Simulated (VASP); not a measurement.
Set up this calculation in VASP 6.6.1, as the native input.

```yaml
Task: single point
Functional: PBE
Potentials_or_basis: VASP PAW PBE potentials, release 64 (Si, Ge_d)
Cutoff: 520 eV
k_mesh: 2 × 2 × 2
Occupations: fermi-dirac, width 0.02 eV
Spin: no spin polarisation
Dipole_correction: no
Further_INCAR_settings: LREAL = Auto; ALGO = Normal; EDIFF = 1e-07; NBANDS = 53
```

The structure of Si16Ge (a cell with a defect) lies in POSCAR:

```
Si16Ge
1.0
    0.0000000000      5.4300000000      5.4300000000
    5.4300000000      0.0000000000      5.4300000000
    5.4300000000      5.4300000000      0.0000000000
Si Ge
16 1
Direct
    0.0470083794     -0.0154083794     -0.0158172192
    0.1357700737      0.1269459484      0.1262735727
   -0.0094848987      0.0157329650      0.4974106814
    0.1367509208      0.1261956722      0.6111253223
   -0.0106923573      0.4979958564      0.0154350829
    0.1358941068      0.6114633517      0.1261228361
   -0.0094822284      0.4965689687      0.4968993554
    0.0676668508      0.6441782689      0.6437329650
    0.5075046961      0.0096558932      0.0095196133
    0.6727492634      0.1094019337      0.1087334254
    0.5076828729      0.0103114180      0.4730478821
    0.6124651013      0.1579676796      0.6169938306
    0.5072362799      0.4735880295      0.0101156538
    0.6112476980      0.6171316759      0.1567034991
    0.4390902394      0.5204825046      0.5194340700
    0.6125382136      0.6133829650      0.6155991713
    0.6590760589      0.7804804788      0.7777173112
```

The input as run:

INCAR

```
SYSTEM = Si16Ge
PREC = Accurate
ENCUT = 520
EDIFF = 1E-7
ISMEAR = -1
SIGMA = 0.02
LREAL = Auto
LASPH = .TRUE.
NELM = 100
ALGO = Normal
ISIF = 2
LWAVE = .FALSE.
LCHARG = .FALSE.
GGA = PE
NBANDS = 53
```

KPOINTS

```
regular mesh
0
G
  2 2 2
  0 0 0
```

Potentials or basis: VASP PAW PBE potentials, release 64 (Si, Ge_d).

Command:

```console
$ cat potpaw_PBE.64/Si/POTCAR potpaw_PBE.64/Ge_d/POTCAR > POTCAR
$ mpirun -np 1 vasp_std > vasp.out
```

It gave:

```
Pressure               : 5.9 GPa
Largest force          : 0.517 eV/Å
Band gap on the k mesh : zero (band 39 reaches 6.91 eV, above the bottom of band 40 at 6.74 eV)
```

Caveat: the k points lie up to 0.50 Å⁻¹ apart.

Run time: 2.9 min on 1 thread of Intel(R) Xeon(R) 6975P-C (Granite Rapids), on a shared host, peak memory 0.48 GiB.
